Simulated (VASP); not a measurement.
A run of VASP 6.6.1:

File INCAR:

```
SYSTEM = LiF
PREC = Accurate
ENCUT = 520
EDIFF = 1E-6
ISMEAR = 0
SIGMA = 0.05
LREAL = .False.
LASPH = .True.
NELM = 60
ALGO = Normal
ISIF = 2
LWAVE = .False.
LCHARG = .False.
GGA = CA
NBANDS = 18
```

Contents of KPOINTS:

```
Automatic mesh
0
Gamma
  9 9 6
  0 0 0
```

File POSCAR:

```
LiF
1.0
    2.8472985493      0.0000000000      0.0000000000
   -1.4236492746      2.4658328759      0.0000000000
    0.0000000000      0.0000000000      4.9389240636
Li F
2 2
Direct
    0.3333333333      0.6666666667      0.3839784076
    0.6666666667      0.3333333333      0.8839784076
    0.3333333333      0.6666666667      0.9910195924
    0.6666666667      0.3333333333      0.4910195924
```

Potentials or basis: VASP PAW LDA potentials, release 64 (Li_sv, F).

The run is started by

```bash
$ cat potpaw_LDA.64/Li_sv/POTCAR potpaw_LDA.64/F/POTCAR > POTCAR
$ mpirun -np 1 vasp_std > vasp.out
```

Hardware: 1 thread of Intel Xeon 8259CL, on a shared host.

**Question.** Estimate the wall time of this run.

**Answer.** Run time: 38 s on 1 thread of Intel Xeon 8259CL (shared host), peak memory 0.15 GiB. Counts: scf iterations 12, k points 48.
